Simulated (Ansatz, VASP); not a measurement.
**YbSb3: VASP beside Ansatz**

```
CELL_PARAMETERS angstrom
0.00000 3.83618 3.83618
3.83618 0.00000 3.83618
3.83618 3.83618 0.00000
ATOMIC_POSITIONS crystal
Yb 0.50000 0.50000 0.50000
Sb 0.25000 0.25000 0.25000
Sb 0.75000 0.75000 0.75000
Sb 0.00000 0.00000 0.00000
```

Alike in both runs: functional PBE; k mesh 10 × 10 × 10; occupations gaussian, width 0.1 eV; no spin polarisation.

Ansatz relaxed the structure, and its values are those at the end. VASP's run is a single point on that final structure, the one shown.

|  | VASP | Ansatz |
| --- | --- | --- |
| version | VASP 6.6.1 | Ansatz 0.2.0 |
| potentials or method | VASP PAW PBE potentials, release 64 (Yb, Sb), cutoff 520 eV | scalar-relativistic, plane waves, PAW |
| valence electrons in the cell | 39 | 69 |

```tsv
	VASP	Ansatz	Ansatz less VASP
gap on the k mesh at the Fermi level (eV)	none	none	-
pressure (GPa)	0.3	0.0	-0.29
```

A gap of «none» marks a metal or a gap that the smearing closes. VASP's potentials hold 39 valence electrons a cell and Ansatz's 69, so a difference there can come from the potentials and not from the codes.

Neither program's run includes spin-orbit coupling.
